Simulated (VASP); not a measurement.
# Ti (Im-3m) in VASP: a series of runs, part 2 of 2

VASP 6.6.1.

## Step 3: Electric field gradients, PBE (volume scaled by 1.04)

INCAR reads:

```
PREC = Accurate
ENCUT = 520
EDIFF = 1E-8
ISMEAR = -1
SIGMA = 0.05
LREAL = F
LASPH = T
NELM = 60
ALGO = Normal
ISIF = 2
LWAVE = F
LCHARG = F
GGA = PE
LEFG = T
NBANDS = 12
```

KPOINTS reads:

```
regular mesh
0
Gamma
  14 14 14
```

POSCAR reads:

```
Ti
1.0
   -1.6625945817      1.6625945817      1.6625945817
    1.6625945817     -1.6625945817      1.6625945817
    1.6625945817      1.6625945817     -1.6625945817
Ti
1
Direct
    0.0000000000      0.0000000000      0.0000000000
```

Potentials or basis: VASP PAW PBE potentials, release 64 (Ti_sv).

Launch:

```
> cat potpaw_PBE.64/Ti_sv/POTCAR > POTCAR
> mpirun -np 1 vasp_std > vasp.out
```

OUTCAR:

```text
PREC = Accurate
   ENCUT = 520
   EDIFF = 1E-8
   ISMEAR = -1
   LREAL = F
   LASPH = T
   NELM = 60
   ISIF = 2
   GGA = PE

 ion  position               nearest neighbor table
   1  0.000  0.000  0.000-

  LATTYP: Found a body centered cubic cell.
 ALAT       =     3.3251891634

  Lattice vectors:

 A1 = (  -1.6625945817,   1.6625945817,   1.6625945817)
 A2 = (   1.6625945817,  -1.6625945817,   1.6625945817)
 A3 = (   1.6625945817,   1.6625945817,  -1.6625945817)

Analysis of symmetry for initial positions (statically):
=====================================================================
 Subroutine PRICEL returns:
 Original cell was already a primitive cell.

 Routine SETGRP: Setting up the symmetry group for a
 body centered cubic supercell.

 Subroutine GETGRP returns: Found 48 space group operations
 (whereof 48 operations were pure point group operations)
 out of a pool of 48 trial point group operations.

The static configuration has the point symmetry O_h .

Analysis of symmetry for dynamics (positions and initial velocities):
=====================================================================
 Subroutine PRICEL returns:
 Original cell was already a primitive cell.

 Routine SETGRP: Setting up the symmetry group for a
 body centered cubic supercell.

 Subroutine GETGRP returns: Found 48 space group operations
 (whereof 48 operations were pure point group operations)
 out of a pool of 48 trial point group operations.

The dynamic configuration has the point symmetry O_h .

 Subroutine INISYM returns: Found 48 space group operations
[... 152 lines left out ...]
      1     -49.1386      2.00000
      2     -25.0550      2.00000
      3     -25.0550      2.00000
      4     -25.0550      2.00000
      5       1.6850      2.00000
      6       8.4438      0.00000
      7       8.4438      0.00000
      8       8.4438      0.00000
      9      10.0801      0.00000
     10      10.0801      0.00000
     11      24.5183      0.00000
     12      24.5183      0.00000
[... 331 lines left out ...]
 k-point    24 :       0.3571    0.2857    0.0000
  band No.  band energies     occupation
      1     -49.0225      2.00000
      2     -25.4787      2.00000
      3     -25.3924      2.00000
      4     -25.1228      2.00000
      5       6.4738      2.00000
      6       7.0031      1.99991
      7       7.1453      1.99849
      8      10.1691      0.00000
      9      10.3815      0.00000
     10      14.1820      0.00000
     11      15.4300      0.00000
     12      16.4406      0.00000

 [... further k-points ...]
[... 5 lines left out ...]
  --------------------------------------------------------------------------------------
  -------------------------------------------------------------------------------------
  Total       -0.7066236     -0.7066236     -0.7066236      0.0000000     -0.0000000      0.0000000
  in kB      -61.5856633    -61.5856633    -61.5856633      0.0000000     -0.0000000      0.0000000
  external PRESSURE =     -61.5856633 kB  Pullay stress =       0.0000000 kB

 VOLUME and BASIS-vectors are now :
 -----------------------------------------------------------------------------
  energy-cutoff  :      520.00
  volume of cell :       18.38
      direct lattice vectors                 reciprocal lattice vectors
    -1.662594582  1.662594582  1.662594582     0.000000000  0.300734771  0.300734771
     1.662594582 -1.662594582  1.662594582     0.300734771  0.000000000  0.300734771
     1.662594582  1.662594582 -1.662594582     0.300734771  0.300734771  0.000000000

 POSITION                                       TOTAL-FORCE (eV/Angst)
 -----------------------------------------------------------------------------------
      0.00000      0.00000      0.00000         0.000000      0.000000     -0.000000
 -----------------------------------------------------------------------------------
    total drift:                               -0.000000      0.000000      0.000000

  FREE ENERGIE OF THE ION-ELECTRON SYSTEM (eV)
  ---------------------------------------------------
  free  energy   TOTEN  =        -7.7105639935 eV

  energy  without entropy=       -7.6890433783  energy(sigma->0) =       -7.69980369

 Electric field gradients (V/A^2)
---------------------------------------------------------------------
 ion       V_xx      V_yy      V_zz      V_xy      V_xz      V_yz
---------------------------------------------------------------------
   1      -0.000     0.000    -0.000     0.001     0.001     0.001
---------------------------------------------------------------------

 Electric field gradients after diagonalization (V/A^2)
 (convention: |V_zz| > |V_xx| > |V_yy|)
----------------------------------------------------------------------
 ion       V_xx      V_yy      V_zz     asymmetry (V_yy - V_xx)/ V_zz
----------------------------------------------------------------------
   1      -0.001    -0.001     0.002       0.000
----------------------------------------------------------------------

           NMR quadrupolar parameters

 Cq : quadrupolar parameter    Cq=e*Q*V_zz/h
 eta: asymmetry parameters     (V_yy - V_xx)/ V_zz
 Q  : nuclear electric quadrupole moment in mb (millibarn)
----------------------------------------------------------------------
 ion       Cq(MHz)       eta       Q (mb)
----------------------------------------------------------------------
   1       0.000       0.000       1.000
----------------------------------------------------------------------
```

Run time: 40 s. Hardware: 1 thread of Intel Xeon Platinum 8259CL at 2.50GHz (Skylake/Cascade Lake), shared host; peak memory 0.15 GiB.

Results:

```yaml
Free_energy: -7.7106 eV
Pressure: -6.2 GPa
Band_gap_on_the_k_mesh: zero (band 6 reaches 8.44 eV, above the bottom of band 7 at 6.88 eV)
```

Levels at points of the mesh, in eV from the Fermi level:
```csv
k point,band 4,band 5,band 6,band 7,band 8,band 9
"(0.00, 0.00, 0.00)",-32.56,-5.82,0.94,0.94,0.94,2.58
"(0.50, 0.00, 0.00)",-32.56,-2.31,-0.34,0.99,2.55,2.88
"(0.50, 0.50, 0.50)",-32.95,-1.92,-1.92,3.65,3.65,3.65
```

Caveat: without QUAD_EFG the Cq values of the log hold for a quadrupole moment of 1 mb, not for the nuclei.

## Step 4: Electric field gradients, PBE (volume scaled by 1.06)

INCAR reads:

```
SYSTEM = Ti
ALGO = Normal ; EDIFF = 1E-8
ENCUT = 520 ; GGA = PE
ISIF = 2 ; ISMEAR = -1
LASPH = .TRUE. ; LCHARG = .FALSE.
LEFG = .TRUE. ; LREAL = .FALSE.
LWAVE = .FALSE. ; NBANDS = 12
NELM = 60 ; PREC = Accurate
SIGMA = 0.05
```

KPOINTS reads:

```
k-points
0
G
  14 14 14
  0 0 0
```

POSCAR reads:

```
Ti
1.0
   -1.6731846416      1.6731846416      1.6731846416
    1.6731846416     -1.6731846416      1.6731846416
    1.6731846416      1.6731846416     -1.6731846416
Ti
1
Direct
    0.0000000000      0.0000000000      0.0000000000
```

Potentials or basis: VASP PAW PBE potentials, release 64 (Ti_sv).

Launch:

```
> cat potpaw_PBE.64/Ti_sv/POTCAR > POTCAR
> mpirun -np 1 vasp_std > vasp.out
```

OUTCAR:

```text
SYSTEM = Ti
   EDIFF = 1E-8
   ENCUT = 520
   GGA = PE
   ISIF = 2
   ISMEAR = -1
   LASPH = .TRUE.
   LREAL = .FALSE.
   NELM = 60
   PREC = Accurate

 ion  position               nearest neighbor table
   1  0.000  0.000  0.000-

  LATTYP: Found a body centered cubic cell.
 ALAT       =     3.3463692832

  Lattice vectors:

 A1 = (  -1.6731846416,   1.6731846416,   1.6731846416)
 A2 = (   1.6731846416,  -1.6731846416,   1.6731846416)
 A3 = (   1.6731846416,   1.6731846416,  -1.6731846416)

Analysis of symmetry for initial positions (statically):
=====================================================================
 Subroutine PRICEL returns:
 Original cell was already a primitive cell.

 Routine SETGRP: Setting up the symmetry group for a
 body centered cubic supercell.

 Subroutine GETGRP returns: Found 48 space group operations
 (whereof 48 operations were pure point group operations)
[... 540 lines left out ...]

 VOLUME and BASIS-vectors are now :
 -----------------------------------------------------------------------------
  energy-cutoff  :      520.00
  volume of cell :       18.74
      direct lattice vectors                 reciprocal lattice vectors
    -1.673184642  1.673184642  1.673184642     0.000000000  0.298831335  0.298831335
     1.673184642 -1.673184642  1.673184642     0.298831335  0.000000000  0.298831335
     1.673184642  1.673184642 -1.673184642     0.298831335  0.298831335  0.000000000

 POSITION                                       TOTAL-FORCE (eV/Angst)
 -----------------------------------------------------------------------------------
      0.00000      0.00000      0.00000         0.000000     -0.000000      0.000000
 -----------------------------------------------------------------------------------
    total drift:                                0.000000      0.000000      0.000000

  FREE ENERGIE OF THE ION-ELECTRON SYSTEM (eV)
  ---------------------------------------------------
  free  energy   TOTEN  =        -7.6953749073 eV

  energy  without entropy=       -7.6734570011  energy(sigma->0) =       -7.68441595

 Electric field gradients (V/A^2)
---------------------------------------------------------------------
 ion       V_xx      V_yy      V_zz      V_xy      V_xz      V_yz
---------------------------------------------------------------------
   1      -0.000    -0.000    -0.000     0.001     0.001     0.001
---------------------------------------------------------------------

 Electric field gradients after diagonalization (V/A^2)
 (convention: |V_zz| > |V_xx| > |V_yy|)
----------------------------------------------------------------------
 ion       V_xx      V_yy      V_zz     asymmetry (V_yy - V_xx)/ V_zz
----------------------------------------------------------------------
   1      -0.001    -0.001     0.002       0.000
----------------------------------------------------------------------

           NMR quadrupolar parameters

 Cq : quadrupolar parameter    Cq=e*Q*V_zz/h
 eta: asymmetry parameters     (V_yy - V_xx)/ V_zz
 Q  : nuclear electric quadrupole moment in mb (millibarn)
----------------------------------------------------------------------
 ion       Cq(MHz)       eta       Q (mb)
----------------------------------------------------------------------
   1       0.000       0.000       1.000
----------------------------------------------------------------------
```

It took 34 s on 1 thread of Intel Xeon Platinum 8259CL at 2.50GHz (Skylake/Cascade Lake), shared host; peak memory 0.15 GiB.

Results:

* Free energy: -7.6954 eV
* Pressure: -7.7 GPa
* Band gap on the k mesh: zero (band 6 reaches 8.24 eV, above the bottom of band 7 at 6.71 eV)

Caveat: without QUAD_EFG the Cq values of the log hold for a quadrupole moment of 1 mb, not for the nuclei.

## Step 5: Electric field gradients, PBE (volume scaled by 0.94)

INCAR reads:

```
SYSTEM = Ti
PREC = Accurate
ENCUT = 520
EDIFF = 1E-8
ISMEAR = -1
SIGMA = 0.05
LREAL = .False.
LASPH = .True.
NELM = 60
ALGO = Normal
ISIF = 2
LWAVE = .False.
LCHARG = .False.
GGA = PE
LEFG = .True.
NBANDS = 12
```

KPOINTS reads:

```
regular mesh
0
Gamma
  14 14 14
  0 0 0
```

POSCAR reads:

```
Ti
1.0
   -1.6075008044      1.6075008044      1.6075008044
    1.6075008044     -1.6075008044      1.6075008044
    1.6075008044      1.6075008044     -1.6075008044
Ti
1
Direct
    0.0000000000      0.0000000000      0.0000000000
```

Potentials or basis: VASP PAW PBE potentials, release 64 (Ti_sv).

Launch:

```
> cat potpaw_PBE.64/Ti_sv/POTCAR > POTCAR
> mpirun -np 1 vasp_std > vasp.out
```

OUTCAR:

```text
SYSTEM = Ti
   PREC = Accurate
   ENCUT = 520
   EDIFF = 1E-8
   ISMEAR = -1
   LREAL = .False.
   LASPH = .True.
   NELM = 60
   ISIF = 2
   GGA = PE

 ion  position               nearest neighbor table
   1  0.000  0.000  0.000-

  LATTYP: Found a body centered cubic cell.
 ALAT       =     3.2150016088

  Lattice vectors:

 A1 = (  -1.6075008044,   1.6075008044,   1.6075008044)
 A2 = (   1.6075008044,  -1.6075008044,   1.6075008044)
 A3 = (   1.6075008044,   1.6075008044,  -1.6075008044)

Analysis of symmetry for initial positions (statically):
=====================================================================
 Subroutine PRICEL returns:
 Original cell was already a primitive cell.

 Routine SETGRP: Setting up the symmetry group for a
 body centered cubic supercell.

 Subroutine GETGRP returns: Found 48 space group operations
 (whereof 48 operations were pure point group operations)
 out of a pool of 48 trial point group operations.

The static configuration has the point symmetry O_h .

Analysis of symmetry for dynamics (positions and initial velocities):
=====================================================================
 Subroutine PRICEL returns:
 Original cell was already a primitive cell.

 Routine SETGRP: Setting up the symmetry group for a
 body centered cubic supercell.

 Subroutine GETGRP returns: Found 48 space group operations
 (whereof 48 operations were pure point group operations)
 out of a pool of 48 trial point group operations.

The dynamic configuration has the point symmetry O_h .

 Subroutine INISYM returns: Found 48 space group operations
 (whereof 48 operations are pure point group operations),
 and found     1 'primitive' translations

[... 154 lines left out ...]
      6       9.5824      0.00000
      7       9.5824      0.00000
      8       9.5824      0.00000
      9      11.4375      0.00000
     10      11.4375      0.00000
     11      26.2843      0.00000
     12      26.2843      0.00000
[... 331 lines left out ...]
 k-point    24 :       0.3571    0.2857    0.0000
  band No.  band energies     occupation
      1     -47.7156      2.00000
      2     -24.2811      2.00000
      3     -24.1606      2.00000
      4     -23.7864      2.00000
      5       7.3992      2.00000
      6       7.9884      1.99997
      7       8.2070      1.99768
      8      11.5565      0.00000
      9      11.8062      0.00000
     10      16.0567      0.00000
     11      17.4501      0.00000
     12      18.5400      0.00000

 [... further k-points ...]
[... 5 lines left out ...]
  --------------------------------------------------------------------------------------
  -------------------------------------------------------------------------------------
  Total        0.4145601      0.4145601      0.4145601     -0.0000000     -0.0000000     -0.0000000
  in kB       39.9746328     39.9746328     39.9746328     -0.0000000     -0.0000000     -0.0000000
  external PRESSURE =      39.9746328 kB  Pullay stress =       0.0000000 kB

 VOLUME and BASIS-vectors are now :
 -----------------------------------------------------------------------------
  energy-cutoff  :      520.00
  volume of cell :       16.62
      direct lattice vectors                 reciprocal lattice vectors
    -1.607500804  1.607500804  1.607500804     0.000000000  0.311041835  0.311041835
     1.607500804 -1.607500804  1.607500804     0.311041835  0.000000000  0.311041835
     1.607500804  1.607500804 -1.607500804     0.311041835  0.311041835  0.000000000

 POSITION                                       TOTAL-FORCE (eV/Angst)
 -----------------------------------------------------------------------------------
      0.00000      0.00000      0.00000        -0.000000     -0.000000      0.000000
 -----------------------------------------------------------------------------------
    total drift:                                0.000000      0.000000      0.000000

  FREE ENERGIE OF THE ION-ELECTRON SYSTEM (eV)
  ---------------------------------------------------
  free  energy   TOTEN  =        -7.7258299064 eV

  energy  without entropy=       -7.7067805965  energy(sigma->0) =       -7.71630525

 Electric field gradients (V/A^2)
---------------------------------------------------------------------
 ion       V_xx      V_yy      V_zz      V_xy      V_xz      V_yz
---------------------------------------------------------------------
   1      -0.000     0.000    -0.000    -0.000    -0.000    -0.000
---------------------------------------------------------------------

 Electric field gradients after diagonalization (V/A^2)
 (convention: |V_zz| > |V_xx| > |V_yy|)
----------------------------------------------------------------------
 ion       V_xx      V_yy      V_zz     asymmetry (V_yy - V_xx)/ V_zz
----------------------------------------------------------------------
   1       0.000     0.000    -0.001       0.000
----------------------------------------------------------------------

           NMR quadrupolar parameters

 Cq : quadrupolar parameter    Cq=e*Q*V_zz/h
 eta: asymmetry parameters     (V_yy - V_xx)/ V_zz
 Q  : nuclear electric quadrupole moment in mb (millibarn)
----------------------------------------------------------------------
 ion       Cq(MHz)       eta       Q (mb)
----------------------------------------------------------------------
   1      -0.000       0.000       1.000
----------------------------------------------------------------------
```

OSZICAR:

```text
N       E                     dE             d eps       ncg     rms          rms(c)
DAV:   1     0.882878331055E+02    0.88288E+02   -0.65459E+03  2504   0.122E+03
DAV:   2    -0.435089238012E+01   -0.92639E+02   -0.90103E+02  2540   0.299E+02
DAV:   3    -0.858234283555E+01   -0.42315E+01   -0.41861E+01  3424   0.653E+01
DAV:   4    -0.867695961720E+01   -0.94617E-01   -0.94502E-01  2876   0.848E+00
DAV:   5    -0.867895677940E+01   -0.19972E-02   -0.19971E-02  2932   0.113E+00    0.861E+00
DAV:   6    -0.771730495568E+01    0.96165E+00   -0.21781E+00  2708   0.215E+01    0.225E+00
DAV:   7    -0.771393369847E+01    0.33713E-02   -0.78139E-02  2980   0.313E+00    0.130E+00
DAV:   8    -0.772535030512E+01   -0.11417E-01   -0.37560E-02  2636   0.224E+00    0.112E-01
DAV:   9    -0.772580816877E+01   -0.45786E-03   -0.33747E-03  3048   0.555E-01    0.897E-02
DAV:  10    -0.772586209418E+01   -0.53925E-04   -0.23291E-04  2672   0.175E-01    0.211E-02
DAV:  11    -0.772582904291E+01    0.33051E-04   -0.22705E-05  2912   0.696E-02    0.667E-03
DAV:  12    -0.772582935413E+01   -0.31121E-06   -0.10630E-06  2808   0.135E-02    0.937E-04
DAV:  13    -0.772582996204E+01   -0.60791E-06   -0.31862E-07  3120   0.312E-03    0.159E-03
DAV:  14    -0.772582994314E+01    0.18899E-07   -0.25637E-08  2540   0.152E-03    0.865E-04
DAV:  15    -0.772582991477E+01    0.28367E-07   -0.14459E-08  2416   0.142E-03    0.298E-05
DAV:  16    -0.772582990638E+01    0.83955E-08   -0.45904E-10  1312   0.197E-04
   1 F= -.77258299E+01 E0= -.77163053E+01  d E =-.190493E-01
```

Wall time 40 s (1 thread of Intel Xeon 8259CL, shared host); peak memory 0.15 GiB.

Results:

```yaml
Free_energy: -7.7258 eV
Pressure: 4.0 GPa
Band_gap_on_the_k_mesh: zero (band 6 reaches 9.58 eV, above the bottom of band 7 at 7.87 eV)
```

Caveat: without QUAD_EFG the Cq values of the log hold for a quadrupole moment of 1 mb, not for the nuclei.

## Step 6: The runs side by side

```csv
cell,gap on the mesh (eV),pressure (GPa)
"a = 2.861 Å, angles 109.5°, 1 atom",none,-4.5
"a = 2.880 Å, angles 109.5°, 1 atom",none,-6.2
"a = 2.898 Å, angles 109.5°, 1 atom",none,-7.7
"a = 2.784 Å, angles 109.5°, 1 atom",none,4.0
```

Alike in all rows: task electric field gradients; level PBE; potentials or basis VASP PAW PBE potentials, release 64 (Ti_sv); no spin polarisation; k mesh 14 × 14 × 14; cutoff (eV) 520; smearing fermi-dirac 0.05 eV.

Absolute energies hang on the potentials; compare differences alone.
